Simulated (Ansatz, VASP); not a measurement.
SiO2 in VASP and in Ansatz

```
CELL_PARAMETERS angstrom
4.57930 0.00000 0.00000
0.00000 4.57930 0.00000
0.00000 0.00000 2.57769
ATOMIC_POSITIONS crystal
Si 0.50000 0.50000 0.50000
Si 0.00000 0.00000 0.00000
O 0.69301 0.69301 0.00000
O 0.19301 0.80699 0.50000
O 0.30699 0.30699 0.00000
O 0.80699 0.19301 0.50000
```

Alike in both runs: task single point; functional PBE; k mesh 6 × 6 × 10; occupations gaussian, width 0.05 eV; no spin polarisation.

```csv
,VASP,Ansatz
version,VASP 6.6.1,Ansatz 0.2.0
potentials or method,"VASP PAW PBE potentials, release 64 (Si, O), cutoff 520 eV","scalar-relativistic, plane waves, PAW"
valence electrons in the cell,32,32
```

Ansatz gave:

```
gap on the k mesh at the Fermi level (eV)                     : 3.56
least direct gap on the mesh (eV)                             : 3.56
pressure (GPa)                                                : -19.5
traceless stress, the component that is largest in VASP (GPa) : 27.09
rms of the force components (eV/Å)                            : 0.941
```

Estimate VASP's values.

gap on the k mesh at the Fermi level (eV): 3.53; least direct gap on the mesh (eV): 3.53; pressure (GPa): -19.2; traceless stress, the component that is largest in VASP (GPa): 27.68; rms of the force components (eV/Å): 0.919.

Atom by atom the forces differ by 0.022 eV/Å (rms over components). With one functional, cell and mesh, what is left measures potentials, basis and numerics.
